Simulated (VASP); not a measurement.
# C19O in VASP: notebook

C19O is run at these levels: PBEsol; tasks: single point.

Program: VASP 6.6.1. These are calculated values, not measurements. Logs are shortened: lines on timing, memory, paths and dates and some standing lists are left out, and cuts for length are marked.

## Step 1: The cell of the first run

The cell holds a slab with vacuum, 20 atoms: a = 7.398 Å, b = 7.398 Å, c = 12.000 Å, α = 90.00°, β = 90.00°, γ = 120.00°.

## Step 2: Single point, PBEsol

INCAR

```
SYSTEM = C19O
ALGO = Normal
EDIFF = 1E-6
ENCUT = 520
GGA = PS
ISIF = 2
ISMEAR = -1
LASPH = .True.
LCHARG = .False.
LREAL = Auto
LWAVE = .False.
NBANDS = 57
NELM = 80
PREC = Accurate
SIGMA = 0.05
```

KPOINTS

```
k-points
0
Gamma
  2 2 1
  0 0 0
```

POSCAR

```
C19O
1.0
    7.3980000000      0.0000000000      0.0000000000
   -3.6990000000      6.4068560000      0.0000000000
    0.0000000000      0.0000000000     12.0000000000
C O
19 1
Direct
   -0.0039554775      0.0005032109      0.0698173333
    0.2194584022      0.1122082344      0.0698212500
   -0.0030080586      0.3346675811      0.0697034167
    0.2184740189      0.4453849127      0.0697580000
   -0.0031446269      0.6670081238      0.0698455000
    0.2186152112      0.7779179054      0.0698685000
    0.3303449730      0.0013471506      0.0698450000
    0.5518797507      0.1121177064      0.0698270000
    0.3302265327      0.3337282748      0.0697847500
    0.5519642133      0.4445685996      0.0698098333
    0.3293829095      0.6671286197      0.0698468333
    0.5528080514      0.7788796876      0.0698375833
    0.6635919556      0.0004142437      0.0698212500
    0.8853040855      0.1112878142      0.0697647500
    0.6627582538      0.3338476782      0.0697901667
    0.8861314870      0.4454927659      0.0697540833
    0.6636751664      0.6679864508      0.0698332500
    0.8851903443      0.7787570066      0.0698395000
    0.1437081912      0.6034031356      0.3376095833
    0.2377200784      0.7323025521      0.3997108333
```

Potentials or basis: VASP PAW PBE potentials, release 64 (C, O).

Run with:

```sh
$ cat potpaw_PBE.64/C/POTCAR potpaw_PBE.64/O/POTCAR > POTCAR
$ mpirun -np 1 vasp_std > vasp.out
```

OUTCAR:

```text
SYSTEM = C19O
   EDIFF = 1E-6
   ENCUT = 520
   GGA = PS
   ISIF = 2
   ISMEAR = -1
   LASPH = .True.
   LREAL = Auto
   NELM = 80
   PREC = Accurate

 ion  position               nearest neighbor table
   1  0.996  0.001  0.070-  14 1.42  18 1.42   2 1.43
   2  0.219  0.112  0.070-   9 1.42   7 1.42   1 1.43
   3  0.997  0.335  0.070-   4 1.42  16 1.42  14 1.43
   4  0.218  0.445  0.070-   3 1.42  11 1.42   9 1.43
   5  0.997  0.667  0.070-  16 1.42   6 1.42  18 1.43
   6  0.219  0.778  0.070-  11 1.42   5 1.42   7 1.43
[... 10 lines left out ...]
  17  0.664  0.668  0.070-  18 1.42  12 1.42  10 1.43
  18  0.885  0.779  0.070-  17 1.42   1 1.42   5 1.43
  19  0.144  0.603  0.338-  20 1.13
  20  0.238  0.732  0.400-  19 1.13

  LATTYP: Found a hexagonal cell.
 ALAT       =     7.3980000000
 C/A-ratio  =     1.6220600162

  Lattice vectors:

 A1 = (   7.3980000000,   0.0000000000,   0.0000000000)
 A2 = (  -3.6990000000,   6.4068560000,   0.0000000000)
 A3 = (   0.0000000000,   0.0000000000,  12.0000000000)

Analysis of symmetry for initial positions (statically):
=====================================================================
 Subroutine PRICEL returns:
 Original cell was already a primitive cell.

 Routine SETGRP: Setting up the symmetry group for a
 hexagonal supercell.

 Subroutine GETGRP returns: Found  1 space group operations
 (whereof  1 operations were pure point group operations)
 out of a pool of 24 trial point group operations.

The static configuration has the point symmetry C_1 .

Analysis of symmetry for dynamics (positions and initial velocities):
=====================================================================
 Subroutine PRICEL returns:
 Original cell was already a primitive cell.

 Routine SETGRP: Setting up the symmetry group for a
 hexagonal supercell.

 Subroutine GETGRP returns: Found  1 space group operations
 (whereof  1 operations were pure point group operations)
 out of a pool of 24 trial point group operations.

The dynamic configuration has the point symmetry C_1 .

 Subroutine INISYM returns: Found  1 space group operations
 (whereof  1 operations are pure point group operations),
 and found     1 'primitive' translations

----------------------------------------------------------------------------------------

                                     Primitive cell

  volume of cell :     568.7750

  direct lattice vectors                    reciprocal lattice vectors
     7.398000000  0.000000000  0.000000000     0.135171668  0.078041398  0.000000000
    -3.699000000  6.406856000  0.000000000     0.000000000  0.156082796  0.000000000
     0.000000000  0.000000000 12.000000000     0.000000000  0.000000000  0.083333333

  length of vectors
     7.398000000  7.398000054 12.000000000     0.156082797  0.156082796  0.083333333

  position of ions in fractional coordinates (direct lattice)
     0.996044523  0.000503211  0.069817333
     0.219458402  0.112208234  0.069821250
     0.996991941  0.334667581  0.069703417
     0.218474019  0.445384913  0.069758000
     0.996855373  0.667008124  0.069845500
     0.218615211  0.777917905  0.069868500
[... 12 lines left out ...]
     0.143708191  0.603403136  0.337609583
     0.237720078  0.732302552  0.399710833

  ion indices of the primitive-cell ions
   primitive index   ion index
                 1           1
                 2           2
                 3           3
                 4           4
                 5           5
                 6           6
[... 12 lines left out ...]
                19          19
                20          20

----------------------------------------------------------------------------------------

 KPOINTS: k-points

Automatic generation of k-mesh.
 Grid dimensions read from file:
 generate k-points for:    2    2    1

 Generating k-lattice:

  Cartesian coordinates                     Fractional coordinates (reciprocal lattice)
     0.067585834  0.039020699  0.000000000     0.500000000  0.000000000  0.000000000
     0.000000000  0.078041398  0.000000000     0.000000000  0.500000000  0.000000000
     0.000000000  0.000000000  0.083333333     0.000000000  0.000000000  1.000000000

  Length of vectors
     0.078041399  0.078041398  0.083333333

  Shift w.r.t. Gamma in fractional coordinates (k-lattice)
     0.000000000  0.000000000  0.000000000

 Subroutine IBZKPT returns following result:
 ===========================================

 Found      4 irreducible k-points:

 Following reciprocal coordinates:
            Coordinates               Weight
  0.000000  0.000000  0.000000      1.000000
  0.500000  0.000000  0.000000      1.000000
  0.000000  0.500000  0.000000      1.000000
  0.500000  0.500000  0.000000      1.000000
   k-points           NKPTS =      4   k-points in BZ     NKDIM =      4   number of bands    NBANDS=     57
   number of dos      NEDOS =    301   number of ions     NIONS =     20
   total plane-waves  NPLWV = 282240
   dimension x,y,z NGX =    56 NGY =   56 NGZ =   90
   dimension x,y,z NGXF=   112 NGYF=  112 NGZF=  180
   ions per type =              19   1
   NGX,Y,Z   is equivalent  to a cutoff of  12.58, 12.58, 12.47 a.u.
   NGXF,Y,Z  is equivalent  to a cutoff of  25.17, 25.17, 24.94 a.u.
 SYSTEM =  C19O
   PREC   = accura    normal or accurate (medium, high low for compatibility)
   ISTART =      0    job   : 0-new  1-cont  2-samecut
   ICHARG =      2    charge: 1-file 2-atom 10-const
   ISPIN  =      1    spin polarized calculation?
   LNONCOLLINEAR =      F non collinear calculations
   LSORBIT =      F    spin-orbit coupling
   LASPH  =      T    aspherical Exc in radial PAW
   ENCUT  =  520.0 eV  38.22 Ry    6.18 a.u.  13.76 13.76 22.31*2*pi/ulx,y,z
   NELM   =     80;   NELMIN=  2; NELMDL= -5     # of ELM steps
   EDIFF  = 0.1E-05   stopping-criterion for ELM
   LREAL  =      T    real-space projection
   EDIFFG = 0.1E-04   stopping-criterion for IOM
   NSW    =      0    number of steps for IOM
   IBRION =     -1    ionic relax: 0-MD 1-quasi-New 2-CG
   NFREE  =      0    steps in history (QN), initial steepest desc. (CG)
   ISIF   =      2    stress and relaxation
   ISYM   =      2    0-nonsym 1-usesym 2-fastsym
   POTIM  = 0.5000    time-step for ionic-motion
   TEBEG  =    0.0;   TEEND  =   0.0 temperature during run
   PSTRESS=    0.0 pullay stress
   NELECT =      82.0000    total number of electrons
   NUPDOWN=      -1.0000    fix difference up-down
   EMIN   =  10.00;   EMAX   =-10.00  energy-range for DOS
   EFERMI =   0.00;   METHOD = LEGACY
   ISMEAR =    -1;   SIGMA  =   0.05  broadening in eV -4-tet -1-fermi 0-gaus
   EFERMI_NEDOS =   21; number of points for ismear=-14 and -15
   IALGO  =     38    algorithm
   IMIX   =      4    mixing-type and parameters
     AMIX     =   0.40;   BMIX     =  1.00
     AMIX_MAG =   1.60;   BMIX_MAG =  1.00
  volume/ion in A,a.u.               =      28.44       191.91
  Fermi-wavevector in a.u.,A,eV,Ry     =   0.858419  1.622176 10.025902  0.736883
  Thomas-Fermi vector in A             =   1.975621
   LORBIT       =      0    0 simple, 1 ext, 2 COOP (PROOUT), +10 PAW based schemes
   GGA     = PS    functional components
   LHFCALC =     F    Hartree Fock is set to
   AEXX    =    0.0000 exact exchange contribution
   IVDW    =     0    specifies the selected vdW correction
   LEPSILON=     F    determine dielectric tensor
   LRPA    =     F    only Hartree local field effects (RPA)
 non-spin polarized calculation
  energy-cutoff  :      520.00
  volume of cell :      568.78
 maximum number of plane-waves:     15363
 NGX is ok and might be reduce to    56
   NGX = 27   NGY = 27   NGZ = 45

 number of electron      81.9999997 magnetization

 Free energy of the ion-electron system (eV)
  ---------------------------------------------------
  ext. energy  EPLUGINS =         0.00000000
  ---------------------------------------------------
  free energy    TOTEN  =      -188.29763821 eV

  energy without entropy =     -188.23912609  energy(sigma->0) =     -188.26838215

 E-fermi :  -1.5361     XC(G=0):  -4.1995

 val. band max:       -1.5851825129   @ k =   0.0000   0.0000   0.0000
 cond. band min:      -1.4874070382   @ k =   0.0000   0.0000   0.0000
 fundamental gap:      0.0977754747
 Fermi energy:        -1.5361163534

 k-point     1 :       0.0000    0.0000    0.0000
  band No.  band energies     occupation
      1     -26.5121      2.00000
      2     -21.0170      2.00000
      3     -18.4685      2.00000
      4     -18.4639      2.00000
      5     -18.4173      2.00000
      6     -18.4126      2.00000
[... 45 lines left out ...]
     52       3.3831      0.00000
     53       3.4215      0.00000

 k-point     2 :       0.5000    0.0000    0.0000
  band No.  band energies     occupation
      1     -26.5121      2.00000
      2     -20.3647      2.00000
      3     -20.3597      2.00000
      4     -19.0873      2.00000
      5     -19.0496      2.00000
      6     -16.5941      2.00000
[... 45 lines left out ...]
     52       3.8810      0.00000
     53       4.1299      0.00000

 k-point     3 :       0.0000    0.5000    0.0000
  band No.  band energies     occupation
      1     -26.5121      2.00000
      2     -20.3657      2.00000
      3     -20.3587      2.00000
      4     -19.0873      2.00000
      5     -19.0496      2.00000
      6     -16.5942      2.00000
[... 45 lines left out ...]
     52       3.8323      0.00000
     53       4.1528      0.00000

 k-point     4 :       0.5000    0.5000    0.0000
  band No.  band energies     occupation
      1     -26.5121      2.00000
      2     -20.3637      2.00000
      3     -20.3607      2.00000
      4     -19.0873      2.00000
      5     -19.0496      2.00000
      6     -16.5936      2.00000
[... 45 lines left out ...]
     52       3.9426      0.00000
     53       4.1108      0.00000
 [bands above 53 left out]

------------------------ aborting loop because EDIFF is reached ----------------------------------------

  FORCE on cell =-STRESS in cart. coord.  units (eV):
  Direction    XX          YY          ZZ          XY          YZ          ZX
  --------------------------------------------------------------------------------------
  -------------------------------------------------------------------------------------
  Total       -2.0435815     -1.4882599      0.3254486      0.1503284      0.5522377      0.1444695
  in kB       -5.7565464     -4.1922659      0.9167532      0.4234587      1.5555934      0.4069549
  external PRESSURE =      -3.0106864 kB  Pullay stress =       0.0000000 kB

 VOLUME and BASIS-vectors are now :
 -----------------------------------------------------------------------------
  energy-cutoff  :      520.00
  volume of cell :      568.78
      direct lattice vectors                 reciprocal lattice vectors
     7.398000000  0.000000000  0.000000000     0.135171668  0.078041398  0.000000000
    -3.699000000  6.406856000  0.000000000     0.000000000  0.156082796  0.000000000
     0.000000000  0.000000000 12.000000000     0.000000000  0.000000000  0.083333333

 POSITION                                       TOTAL-FORCE (eV/Angst)
 -----------------------------------------------------------------------------------
      7.36688      0.00322      0.83781        -0.002496     -0.006088      0.001609
      1.20850      0.71890      0.83785         0.004358     -0.001235     -0.003610
      6.13781      2.14417      0.83644        -0.003277      0.013080      0.002196
     -0.03121      2.85352      0.83710        -0.006670      0.007360      0.003889
      4.90747      4.27343      0.83815         0.017741      0.001477     -0.000784
     -1.26020      4.98401      0.83842        -0.003124     -0.016090      0.000405
[... 12 lines left out ...]
     -1.16884      3.86592      4.05131        -0.196217     -0.723736     -0.653712
     -0.95013      4.69176      4.79653         0.190176      0.730707      0.651325
 -----------------------------------------------------------------------------------
    total drift:                                0.010159     -0.025878      0.048910

  FREE ENERGIE OF THE ION-ELECTRON SYSTEM (eV)
  ---------------------------------------------------
  free  energy   TOTEN  =      -188.2976382134 eV

  energy  without entropy=     -188.2391260878  energy(sigma->0) =     -188.26838215
```

It took 5.3 min on 1 thread of Oxide Virtual Turin-like, shared host; peak memory 0.54 GiB.

What came out:

| Quantity | Value |
| --- | --- |
| Free energy | -188.2976 eV |
| Largest force | 0.997 eV/Å |
| Band gap on the k mesh | 0.10 eV |

Forces in eV/Å, atoms in the order of the input:
```
C   -0.002 -0.006  0.002
C    0.004 -0.001 -0.004
C   -0.003  0.013  0.002
C   -0.007  0.007  0.004
C    0.018  0.001 -0.001
C   -0.003 -0.016  0.000
C    0.005  0.002  0.000
C   -0.005  0.004  0.000
C    0.007 -0.002 -0.001
C   -0.006 -0.006  0.004
C   -0.011 -0.001  0.001
C    0.008  0.002 -0.003
C    0.001 -0.007  0.006
C    0.001 -0.008 -0.003
C   -0.010 -0.007  0.000
C    0.011  0.014 -0.002
C   -0.003  0.002 -0.001
C    0.002  0.001 -0.002
C   -0.196 -0.724 -0.654
O    0.190  0.731  0.651
```

Caveat: the k points lie up to 0.49 Å⁻¹ apart; there is no dipole correction, which matters where the two faces differ; semilocal functionals underestimate gaps, and a narrow one can read as zero; the PAW data sets were made with another functional, which shifts forces and pressure a little.

(Continued in part 2 of 2.)
